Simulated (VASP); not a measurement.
Write the native input for VASP 6.6.1 that does the following.

```yaml
Task: single point
Functional: r2SCAN
Potentials_or_basis: VASP PAW PBE potentials, release 64 (Pb_d, O)
Cutoff: 520 eV
k_mesh: 11 × 11 × 11
Occupations: fermi-dirac, width 0.1 eV
Spin: no spin polarisation
Dipole_correction: no
Further_INCAR_settings: ALGO = Normal; EDIFF = 1e-07; NBANDS = 17
```

The system is PbO (rock salt type).

```
CELL_PARAMETERS angstrom
0.00000 2.58853 2.58853
2.58853 0.00000 2.58853
2.58853 2.58853 0.00000
ATOMIC_POSITIONS crystal
Pb 0.00000 0.00000 0.00000
O 0.50000 0.50000 0.50000
```

The input as run:

POSCAR

```
PbO
1.0
    0.0000000000      2.5885299882      2.5885299882
    2.5885299882      0.0000000000      2.5885299882
    2.5885299882      2.5885299882      0.0000000000
Pb O
1 1
Direct
    0.0000000000      0.0000000000      0.0000000000
    0.5000000000      0.5000000000      0.5000000000
```

INCAR.step1

```
ALGO = Normal
EDIFF = 1E-4
ENCUT = 520
GGA = PE
ISMEAR = -1
LASPH = True
LCHARG = False
LREAL = False
LWAVE = True
NBANDS = 17
NELM = 60
PREC = Accurate
SIGMA = 0.1
```

INCAR.step2

```
ALGO = Normal
EDIFF = 1E-7
ENCUT = 520
ISIF = 2
ISMEAR = -1
ISTART = 1
LASPH = True
LCHARG = False
LMIXTAU = True
LREAL = False
LWAVE = False
METAGGA = R2SCAN
NBANDS = 17
NELM = 60
PREC = Accurate
SIGMA = 0.1
```

KPOINTS

```
k-points
0
Gamma
  11 11 11
```

Potentials or basis: VASP PAW PBE potentials, release 64 (Pb_d, O).

The run is started by

```sh
$ cat potpaw_PBE.64/Pb_d/POTCAR potpaw_PBE.64/O/POTCAR > POTCAR
$ cp INCAR.step1 INCAR
$ mpirun -np 1 vasp_std > vasp.out
$ cp INCAR.step2 INCAR
$ mpirun -np 1 vasp_std > vasp.out
```

It gave:

The pressure is 2.5 GPa and the band gap on the k mesh is 0.38 eV.

Caveat: the PAW data sets were made with another functional, which shifts forces and pressure a little; spin-orbit coupling is left out, which moves the levels of the heavy elements; an odd mesh through Γ misses points on the zone boundary, where band edges can lie.

Wall time 63 s on 1 thread of Intel(R) Xeon(R) 6975P-C (Granite Rapids) (shared host), peak memory 0.18 GiB.
